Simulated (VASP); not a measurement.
Here is a VASP 6.6.1 calculation.

The input INCAR:

```
SYSTEM = C
PREC = Accurate
ENCUT = 600
EDIFF = 1E-6
ISMEAR = 0
SIGMA = 0.02
LREAL = .False.
LASPH = .True.
NELM = 60
ALGO = Normal
ISIF = 3
LWAVE = .False.
LCHARG = .False.
GGA = CA
IBRION = 2
NSW = 100
EDIFFG = -0.005
```

Contents of KPOINTS:

```
Automatic mesh
0
Gamma
  18 18 18
  0 0 0
```

The input POSCAR:

```
C
1.0
    0.0000000000      2.1171581299      3.3687394286
    1.2224696867      0.0000000000      3.3687394286
    1.2224696867      2.1171581299      0.0000000000
C
2
Direct
    0.1667410834      0.8332589166      0.1667410834
    0.8332589166      0.1667410834      0.8332589166
```

Potentials or basis: VASP PAW LDA potentials, release 64 (C).

Launch:

```sh
$ cat potpaw_LDA.64/C/POTCAR > POTCAR
$ mpirun -np 1 vasp_std > vasp.out
```

Estimate the space group after relaxing (to 0.1 Å).

Fmmm (No. 69).

Estimate the relaxed volume.

8.60 Å³/atom.

Estimate the relaxed cell.

a = 3.939 Å, b = 3.539 Å, c = 2.446 Å, α = 80.04°, β = 62.26°, γ = 37.70°.

Final structure:
```yaml
crystal:
  lattice:
    - [0.00000, 2.11756, 3.32104]
    - [1.22349, 0.00000, 3.32104]
    - [1.22349, 2.11756, 0.00000]
  atoms:
    - { symbol: C, position: [0.16671, 0.83329, 0.16671] }
    - { symbol: C, position: [0.83329, 0.16671, 0.83329] }
```

LDA usually gives volumes a few per cent too small. Zero-point motion and thermal expansion aren't in these numbers.
